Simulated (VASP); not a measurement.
**SnSe: relaxation of cell and atoms with revPBE**

The system is SnSe.

```
Sn Se
1.0
     0.00000    3.01000    3.01000
     3.01000    0.00000    3.01000
     3.01000    3.01000    0.00000
Sn Se
1 1
Direct
  0.00000 0.00000 0.00000
  0.50000 0.50000 0.50000
```

- Program: VASP 6.6.1
- Task: relaxation of cell and atoms
- Functional: revPBE
- Potentials or basis: VASP PAW PBE potentials, release 64 (Sn_d, Se)
- Cutoff: 600 eV
- k mesh: 8 × 8 × 8
- Occupations: fermi-dirac, width 0.05 eV
- Spin: no spin polarisation
- Dipole correction: no
- Further INCAR settings: ALGO = Normal; EDIFF = 1e-07; IBRION = 2; EDIFFG = -0.005; NSW = 80; ISIF = 3

- Relaxed volume: 28.46 Å³/atom
- Relaxed cell: a = 4.318 Å, b = 4.318 Å, c = 4.318 Å, α = 60.00°, β = 60.00°, γ = 60.00°
- Space group after relaxing (to 0.05 Å): Fm-3m (No. 225)
- Energy gained by relaxing: 7.6 meV/atom
- Ionic steps: 3
- Pressure after relaxing: 0.0 GPa
- Band gap on the k mesh: 0.37 eV, direct

The path:
```csv
step,energy change (eV),largest force (eV/Å),pressure (GPa),volume (Å³)
1,0.0000,0.0000,2.13,54.54
2,-0.0146,0.0000,-0.40,57.45
3,-0.0152,0.0000,0.01,56.93
```

Final structure:
```
Sn Se
1.0
     0.00000    3.05322    3.05322
     3.05322    0.00000    3.05322
     3.05322    3.05322    0.00000
Sn Se
1 1
Direct
  0.00000 0.00000 0.00000
  0.50000 0.50000 0.50000
```

Levels at points of the mesh, in eV from the valence-band top:
```csv
k point,band 6,band 7,band 8,band 9,band 10,band 11,band 12,band 13,band 14
"(0.00, 0.00, 0.00)",-13.65,-5.23,-2.15,-2.15,-2.15,4.11,4.11,4.11,5.86
"(0.50, 0.00, 0.00)",-12.80,-7.89,-1.92,-1.92,0.00,0.37,1.22,1.22,8.13
"(0.50, 0.50, 0.00)",-12.57,-6.04,-5.24,-3.51,-3.51,3.14,5.07,5.07,5.66
```

Run time: 2.1 min on 1 thread of Intel Xeon 8259CL (shared host), peak memory 0.23 GiB.

Caveat: the PAW data sets were made with another functional, which shifts forces and pressure a little; spin-orbit coupling is left out, which moves the levels of the heavy elements. revPBE gives volumes clearly too large for solids.
